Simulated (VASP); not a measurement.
# Mg12H (a cell with a defect) in VASP: further runs

The runs below take Mg12H (a cell with a defect) through single point, with PBE.

Program: VASP 6.6.1. These are calculated values, not measurements. Logs are shortened: lines on timing, memory, paths and dates and some standing lists are left out, and cuts for length are marked.

### Step 1. The cell of the first run

The cell holds a defect, 13 atoms: a = 6.420 Å, b = 9.630 Å, c = 5.213 Å, α = 90.00°, β = 90.00°, γ = 120.00°.

### Step 2. Single point, PBE

Contents of INCAR:

```
SYSTEM = Mg12H
PREC = Accurate
ENCUT = 520
EDIFF = 1E-6
ISMEAR = 0
SIGMA = 0.15
LREAL = .FALSE.
LASPH = .TRUE.
NELM = 100
ALGO = Normal
ISIF = 2
LWAVE = .FALSE.
LCHARG = .FALSE.
GGA = PE
NBANDS = 24
```

Contents of KPOINTS:

```
regular mesh
0
G
  4 3 4
  0 0 0
```

Contents of POSCAR:

```
Mg12H
1.0
    6.4200000000      0.0000000000      0.0000000000
   -4.8150000000      8.3398250000      0.0000000000
    0.0000000000      0.0000000000      5.2130400000
Mg H
12 1
Direct
   -0.0007600913     -0.0005337042      0.0042992189
    0.1619111977      0.2197692398      0.5033782591
   -0.0016700335      0.3317462896      0.0036807698
    0.1722049796      0.5487092355      0.4995846953
    0.0003689849      0.6662776497     -0.0112646364
    0.1736403319      0.9005366420      0.4999819683
    0.5010453817      0.0002819004      0.0056030646
    0.6685532885      0.2228978426      0.5048570508
    0.4976491483      0.3307513047      0.0047995028
    0.6525629535      0.5500264094      0.4997199331
    0.5000081659      0.6664621860      0.0042255574
    0.6670899151      0.8888596583      0.5063362261
    0.0024210698      0.6679834409      0.5673768089
```

Potentials or basis: VASP PAW PBE potentials, release 64 (Mg, H).

Run with:

```console
cat potpaw_PBE.64/Mg/POTCAR potpaw_PBE.64/H/POTCAR > POTCAR
mpirun -np 1 vasp_std > vasp.out
```

OUTCAR:

```text
SYSTEM = Mg12H
   PREC = Accurate
   ENCUT = 520
   EDIFF = 1E-6
   ISMEAR = 0
   LREAL = .FALSE.
   LASPH = .TRUE.
   NELM = 100
   ISIF = 2
   GGA = PE

 ion  position               nearest neighbor table
   1  0.999  0.999  0.004-   6 3.15   6 3.18   2 3.19  12 3.19   2 3.19   9 3.20   7 3.20   3 3.20
                            12 3.20  11 3.21   5 3.21   7 3.22
   2  0.162  0.220  0.503-   6 3.11   4 3.14  10 3.17  12 3.18   8 3.18   1 3.19   3 3.19   1 3.19
                             3 3.19   9 3.20   9 3.21   8 3.24
   3  0.998  0.332  0.004-   4 3.16   8 3.18   2 3.19   4 3.19   8 3.19   7 3.19   2 3.19   1 3.20
                             9 3.21   9 3.21   5 3.22  11 3.22
   4  0.172  0.549  0.500-  13 1.97  10 3.08   2 3.14   3 3.16  11 3.16   8 3.19   3 3.19  11 3.20
                             5 3.20  12 3.23   5 3.29  10 3.34   6 3.38
   5  0.000  0.666  0.989-  13 2.20  10 3.20   4 3.20  11 3.21   6 3.21   1 3.21  11 3.21   3 3.22
                             7 3.22   9 3.23  10 3.29   4 3.29   6 3.30
   6  0.174  0.901  0.500-  13 1.97   2 3.11   8 3.14   1 3.15   7 3.16   1 3.18  12 3.20   7 3.20
                             5 3.21  12 3.23   5 3.30  10 3.36   4 3.38
   7  0.501  0.000  0.006-   6 3.16   3 3.19   9 3.19  12 3.19   8 3.20  12 3.20   1 3.20   8 3.20
                             6 3.20  11 3.21   5 3.22   1 3.22
   8  0.669  0.223  0.505-   6 3.14   3 3.18   2 3.18   4 3.19   3 3.19   9 3.20   9 3.20   7 3.20
                            10 3.20   7 3.20  12 3.21   2 3.24
   9  0.498  0.331  0.005-  10 3.16   7 3.19   1 3.20   8 3.20   8 3.20   2 3.20  10 3.21   3 3.21
                             3 3.21   2 3.21  11 3.23   5 3.23
  10  0.653  0.550  0.500-  13 1.98   4 3.08  11 3.16   9 3.16   2 3.17  11 3.20   5 3.20   8 3.20
                             9 3.21  12 3.22   5 3.29   4 3.34   6 3.36
  11  0.500  0.666  0.004-  10 3.16   4 3.16  12 3.19  10 3.20   4 3.20   1 3.21   5 3.21  12 3.21
                             7 3.21   5 3.21   3 3.22   9 3.23
  12  0.667  0.889  0.506-   2 3.18   1 3.19  11 3.19   7 3.19   6 3.20   7 3.20   1 3.20  11 3.21
                             8 3.21  10 3.22   6 3.23   4 3.23
  13  0.002  0.668  0.567-   4 1.97   6 1.97  10 1.98   5 2.20

  LATTYP: Found a simple monoclinic cell.
 ALAT       =     6.4200000000
 B/A-ratio  =     0.8120000000
 C/A-ratio  =     1.3228757108
 COS(beta)  =    -0.1889822286

  Lattice vectors:

 A1 = (   6.4200000000,   0.0000000000,   0.0000000000)
 A2 = (   0.0000000000,   0.0000000000,   5.2130400000)
 A3 = (  -1.6050000000,  -8.3398250000,   0.0000000000)

Analysis of symmetry for initial positions (statically):
=====================================================================
 Subroutine PRICEL returns:
 Original cell was already a primitive cell.

 Routine SETGRP: Setting up the symmetry group for a
 simple monoclinic supercell.

 Subroutine GETGRP returns: Found  1 space group operations
 (whereof  1 operations were pure point group operations)
 out of a pool of  4 trial point group operations.

The static configuration has the point symmetry C_1 .

Analysis of symmetry for dynamics (positions and initial velocities):
=====================================================================
 Subroutine PRICEL returns:
 Original cell was already a primitive cell.

 Routine SETGRP: Setting up the symmetry group for a
 simple monoclinic supercell.

 Subroutine GETGRP returns: Found  1 space group operations
 (whereof  1 operations were pure point group operations)
 out of a pool of  4 trial point group operations.

The dynamic configuration has the point symmetry C_1 .

 Subroutine INISYM returns: Found  1 space group operations
 (whereof  1 operations are pure point group operations),
 and found     1 'primitive' translations

----------------------------------------------------------------------------------------

                                     Primitive cell

  volume of cell :     279.1149

  direct lattice vectors                    reciprocal lattice vectors
     6.420000000  0.000000000  0.000000000     0.155763240  0.089929945  0.000000000
    -4.815000000  8.339825000  0.000000000     0.000000000  0.119906593  0.000000000
     0.000000000  0.000000000  5.213040000     0.000000000  0.000000000  0.191826650

  length of vectors
     6.420000000  9.630000313  5.213040000     0.179859895  0.119906593  0.191826650

  position of ions in fractional coordinates (direct lattice)
     0.999239909  0.999466296  0.004299219
     0.161911198  0.219769240  0.503378259
[... 42 lines left out ...]

  Length of vectors
     0.044964974  0.039968864  0.047956663

  Shift w.r.t. Gamma in fractional coordinates (k-lattice)
     0.000000000  0.000000000  0.000000000

 Subroutine IBZKPT returns following result:
 ===========================================

 Found     26 irreducible k-points:

 Following reciprocal coordinates:
            Coordinates               Weight
  0.000000  0.000000  0.000000      1.000000
  0.250000  0.000000  0.000000      2.000000
  0.500000  0.000000  0.000000      1.000000
  0.000000  0.333333  0.000000      2.000000
  0.250000  0.333333  0.000000      2.000000
  0.500000  0.333333  0.000000      2.000000
[... 16 lines left out ...]
  0.000000  0.333333  0.500000      2.000000
  0.250000  0.333333  0.500000      2.000000
 [... further k-points ...]
   k-points           NKPTS =     26   k-points in BZ     NKDIM =     26   number of bands    NBANDS=     24
   number of dos      NEDOS =    301   number of ions     NIONS =     13
   total plane-waves  NPLWV = 138240
   dimension x,y,z NGX =    48 NGY =   72 NGZ =   40
   dimension x,y,z NGXF=    96 NGYF=  144 NGZF=   80
   ions per type =              12   1
   NGX,Y,Z   is equivalent  to a cutoff of  12.43, 12.43, 12.76 a.u.
   NGXF,Y,Z  is equivalent  to a cutoff of  24.86, 24.86, 25.51 a.u.
 SYSTEM =  Mg12H
   PREC   = accura    normal or accurate (medium, high low for compatibility)
   ISTART =      0    job   : 0-new  1-cont  2-samecut
   ICHARG =      2    charge: 1-file 2-atom 10-const
   ISPIN  =      1    spin polarized calculation?
   LNONCOLLINEAR =      F non collinear calculations
   LSORBIT =      F    spin-orbit coupling
   LASPH  =      T    aspherical Exc in radial PAW
   ENCUT  =  520.0 eV  38.22 Ry    6.18 a.u.  11.94 17.91  9.69*2*pi/ulx,y,z
   NELM   =    100;   NELMIN=  2; NELMDL= -5     # of ELM steps
   EDIFF  = 0.1E-05   stopping-criterion for ELM
   LREAL  =      F    real-space projection
   EDIFFG = 0.1E-04   stopping-criterion for IOM
   NSW    =      0    number of steps for IOM
   IBRION =     -1    ionic relax: 0-MD 1-quasi-New 2-CG
   NFREE  =      0    steps in history (QN), initial steepest desc. (CG)
   ISIF   =      2    stress and relaxation
   ISYM   =      2    0-nonsym 1-usesym 2-fastsym
   POTIM  = 0.5000    time-step for ionic-motion
   TEBEG  =    0.0;   TEEND  =   0.0 temperature during run
   PSTRESS=    0.0 pullay stress
   NELECT =      25.0000    total number of electrons
   NUPDOWN=      -1.0000    fix difference up-down
   EMIN   =  10.00;   EMAX   =-10.00  energy-range for DOS
   EFERMI =   0.00;   METHOD = LEGACY
   ISMEAR =     0;   SIGMA  =   0.15  broadening in eV -4-tet -1-fermi 0-gaus
   EFERMI_NEDOS =   21; number of points for ismear=-14 and -15
   IALGO  =     38    algorithm
   IMIX   =      4    mixing-type and parameters
     AMIX     =   0.40;   BMIX     =  1.00
     AMIX_MAG =   1.60;   BMIX_MAG =  1.00
  volume/ion in A,a.u.               =      21.47       144.89
  Fermi-wavevector in a.u.,A,eV,Ry     =   0.732477  1.384180  7.299827  0.536522
  Thomas-Fermi vector in A             =   1.824949
   LORBIT       =      0    0 simple, 1 ext, 2 COOP (PROOUT), +10 PAW based schemes
   GGA     = PE    functional components
   LHFCALC =     F    Hartree Fock is set to
   AEXX    =    0.0000 exact exchange contribution
   IVDW    =     0    specifies the selected vdW correction
   LEPSILON=     F    determine dielectric tensor
   LRPA    =     F    only Hartree local field effects (RPA)
 non-spin polarized calculation
 Gauss-broadening in eV      SIGMA  =   0.15
  energy-cutoff  :      520.00
  volume of cell :      279.11
 maximum number of plane-waves:      7534
   NGX = 23   NGY = 35   NGZ = 19

 number of electron      25.0000000 magnetization

 Free energy of the ion-electron system (eV)
  ---------------------------------------------------
  ext. energy  EPLUGINS =         0.00000000
  ---------------------------------------------------
  free energy    TOTEN  =       -21.30297005 eV

  energy without entropy =      -21.24174681  energy(sigma->0) =      -21.27235843

 E-fermi :   2.6837     XC(G=0):  -8.4982

 val. band max:        2.6500542077   @ k =  -0.2500   0.3333   0.5000
 cond. band min:       2.6882083897   @ k =  -0.2500  -0.3333   0.2500
 fundamental gap:      0.0381541820
 Fermi energy:         2.6837450359

 k-point     1 :       0.0000    0.0000    0.0000
  band No.  band energies     occupation
      1      -4.8156      2.00000
      2      -3.0861      2.00000
      3      -2.1486      2.00000
      4      -1.3092      2.00000
      5      -0.5656      2.00000
      6      -0.0306      2.00000
[... 637 lines left out ...]
     23       6.9159      0.00000
     24       7.7628      0.00000

 [... further k-points ...]

------------------------ aborting loop because EDIFF is reached ----------------------------------------

  FORCE on cell =-STRESS in cart. coord.  units (eV):
  Direction    XX          YY          ZZ          XY          YZ          ZX
  --------------------------------------------------------------------------------------
  -------------------------------------------------------------------------------------
  Total       -0.8549010     -0.3190074      0.4681447     -0.6281664      0.1273744      0.0610958
  in kB       -4.9073086     -1.8311688      2.6872475     -3.6058050      0.7311554      0.3507023
  external PRESSURE =      -1.3504100 kB  Pullay stress =       0.0000000 kB

 VOLUME and BASIS-vectors are now :
 -----------------------------------------------------------------------------
  energy-cutoff  :      520.00
  volume of cell :      279.11
      direct lattice vectors                 reciprocal lattice vectors
     6.420000000  0.000000000  0.000000000     0.155763240  0.089929945  0.000000000
    -4.815000000  8.339825000  0.000000000     0.000000000  0.119906593  0.000000000
     0.000000000  0.000000000  5.213040000     0.000000000  0.000000000  0.191826650

 POSITION                                       TOTAL-FORCE (eV/Angst)
 -----------------------------------------------------------------------------------
      1.60269      8.33537      0.02241         0.000689     -0.001689     -0.004516
     -0.01872      1.83284      2.62413         0.001064      0.000949     -0.007135
      4.81192      2.76671      0.01919        -0.000731      0.000584     -0.004601
     -1.53648      4.57614      2.60435        -0.010447      0.002561     -0.023096
     -3.20576      5.55664      5.15432        -0.000211      0.000162     -0.026913
     -3.22131      7.51032      2.60643         0.000886     -0.004630     -0.019398
      3.21535      0.00235      0.02921        -0.001053     -0.003007     -0.004847
      3.21886      1.85893      2.63184        -0.000415     -0.001226     -0.005206
      1.60234      2.75841      0.02502         0.000810      0.002025     -0.004961
      1.54108      4.58712      2.60506         0.010089      0.002384     -0.024152
      0.00104      5.55818      0.02203         0.000124      0.001495     -0.006552
      0.00286      7.41293      2.63955        -0.000608     -0.000415     -0.004580
     -3.20080      5.57087      2.95776        -0.000197      0.000808      0.135958
 -----------------------------------------------------------------------------------
    total drift:                                0.000031      0.000011      0.000302

  FREE ENERGIE OF THE ION-ELECTRON SYSTEM (eV)
  ---------------------------------------------------
  free  energy   TOTEN  =       -21.3029700497 eV

  energy  without entropy=      -21.2417468053  energy(sigma->0) =      -21.27235843
```

It took 3.1 min on 1 thread of Oxide Virtual Turin-like, shared host; peak memory 0.39 GiB.

What came out:

* Free energy: -21.3030 eV
* Pressure: -0.1 GPa
* Largest force: 0.136 eV/Å
* Band gap on the k mesh: zero (an odd number of electrons rules out a gap without spin polarisation)

Forces on the atoms (eV/Å):
```
Mg   0.001 -0.002 -0.005
Mg   0.001  0.001 -0.007
Mg  -0.001  0.001 -0.005
Mg  -0.010  0.003 -0.023
Mg   0.000  0.000 -0.027
Mg   0.001 -0.005 -0.019
Mg  -0.001 -0.003 -0.005
Mg   0.000 -0.001 -0.005
Mg   0.001  0.002 -0.005
Mg   0.010  0.002 -0.024
Mg   0.000  0.001 -0.007
Mg  -0.001  0.000 -0.005
H    0.000  0.001  0.136
```

Levels at points of the mesh, in eV from the Fermi level:
```tsv
k point	band 9	band 10	band 11	band 12	band 13	band 14	band 15	band 16
(0.00, 0.00, 0.00)	-1.65	-0.79	-0.25	0.07	0.21	0.27	0.48	1.50
(0.50, 0.00, 0.00)	-0.63	-0.61	-0.43	-0.19	-0.17	-0.14	0.08	0.26
(0.00, 0.00, 0.50)	-1.91	-1.90	-1.45	-1.15	-0.64	-0.54	0.64	1.09
(0.50, 0.00, 0.50)	-1.80	-0.89	-0.81	-0.78	0.35	0.70	0.81	0.83
```

### Step 3. Single point, PBE

Contents of INCAR:

```
PREC = Accurate
ENCUT = 520
EDIFF = 1E-6
ISMEAR = 0
SIGMA = 0.15
LREAL = False
LASPH = True
NELM = 80
ALGO = Normal
ISIF = 2
LWAVE = False
LCHARG = False
GGA = PE
NBANDS = 24
```

Contents of KPOINTS:

```
Automatic mesh
0
Gamma
  4 3 4
```

Contents of POSCAR:

```
Mg12H
1.0
    6.4200000000      0.0000000000      0.0000000000
   -4.8150000000      8.3398250000      0.0000000000
    0.0000000000      0.0000000000      5.2130400000
Mg H
12 1
Direct
   -0.0006796413     -0.0005585249      0.0030707610
    0.1617304501      0.2196570072      0.5027214447
   -0.0017283390      0.3316992863      0.0028417200
    0.1729036551      0.5480713324      0.5002618434
    0.0004580295      0.6663027102     -0.0072105720
    0.1744647147      0.9016698792      0.5004580820
    0.5009569190      0.0001502430      0.0036358823
    0.6688199519      0.2229784198      0.5033805611
    0.4978312922      0.3308425537      0.0033581173
    0.6511328190      0.5494645271      0.5003136366
    0.5001653146      0.6665728597      0.0029547059
    0.6673220819      0.8890030666      0.5040099443
    0.0024765295      0.6679439916      0.5338301644
```

Potentials or basis: VASP PAW PBE potentials, release 64 (Mg, H).

Run with:

```console
cat potpaw_PBE.64/Mg/POTCAR potpaw_PBE.64/H/POTCAR > POTCAR
mpirun -np 1 vasp_std > vasp.out
```

Wall time 2.8 min (1 thread of Oxide Virtual Turin-like, shared host); peak memory 0.39 GiB.

The run converged. Its results:

* Free energy: -21.2776 eV
* Pressure: -0.1 GPa
* Largest force: 0.120 eV/Å
* Band gap on the k mesh: zero (an odd number of electrons rules out a gap without spin polarisation)

Forces in eV/Å, atoms in the order of the input:
```
Mg   0.000 -0.003 -0.005
Mg   0.000  0.000 -0.005
Mg  -0.001  0.001 -0.005
Mg  -0.013  0.000 -0.018
Mg   0.000  0.002 -0.033
Mg   0.001 -0.003 -0.015
Mg  -0.001 -0.004 -0.004
Mg   0.000  0.000 -0.003
Mg   0.001  0.002 -0.005
Mg   0.013  0.000 -0.019
Mg   0.001  0.003 -0.007
Mg  -0.001  0.000 -0.002
H    0.000  0.002  0.120
```

Stress tensor (GPa, compression positive):
```
-0.50 -0.35  0.02
-0.35 -0.09  0.04
 0.02  0.04  0.22
```

Levels at points of the mesh, in eV from the Fermi level:
```csv
k point,band 9,band 10,band 11,band 12,band 13,band 14,band 15,band 16
"(0.00, 0.00, 0.00)",-1.70,-0.78,-0.26,0.09,0.19,0.25,0.47,1.55
"(0.50, 0.00, 0.00)",-0.64,-0.61,-0.44,-0.20,-0.18,-0.14,0.07,0.26
"(0.00, 0.00, 0.50)",-1.92,-1.90,-1.46,-1.15,-0.64,-0.53,0.64,1.09
"(0.50, 0.00, 0.50)",-1.81,-0.89,-0.81,-0.79,0.35,0.70,0.81,0.82
```

The gap in the log of VASP goes by the Fermi energy; the results here count the filled bands.